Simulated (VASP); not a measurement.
A run of VASP 6.6.1:

Contents of INCAR:

```
PREC = Accurate ; ENCUT = 600
EDIFF = 1E-6 ; ISMEAR = -1
SIGMA = 0.1 ; LREAL = False
LASPH = True ; NELM = 60
ALGO = Normal ; ISIF = 3
LWAVE = False ; LCHARG = False
GGA = PS ; IBRION = 2
NSW = 80 ; EDIFFG = -0.01
```

The input KPOINTS:

```
Automatic mesh
0
Gamma
  10 10 10
```

POSCAR

```
Ag
1.0
    0.0000000000      2.8449690438      2.8449690438
    2.8449690438      0.0000000000      2.8449690438
    2.8449690438      2.8449690438      0.0000000000
Ag
2
Direct
    0.1250000000      0.1250000000      0.1250000000
    0.8750000000      0.8750000000      0.8750000000
```

Potentials or basis: VASP PAW PBE potentials, release 64 (Ag).

Run with:

```sh
$ cat potpaw_PBE.64/Ag/POTCAR > POTCAR
$ mpirun -np 1 vasp_std > vasp.out
```

Hardware: 1 thread of Intel Xeon 8259CL, on a shared host.

**Question.** Estimate the wall time of this run.

**Answer.** Wall time 120 s on 1 thread of Intel Xeon 8259CL, with other jobs on the host, peak memory 0.21 GiB. Counts: scf iterations 37, k points 47, ion steps 5.
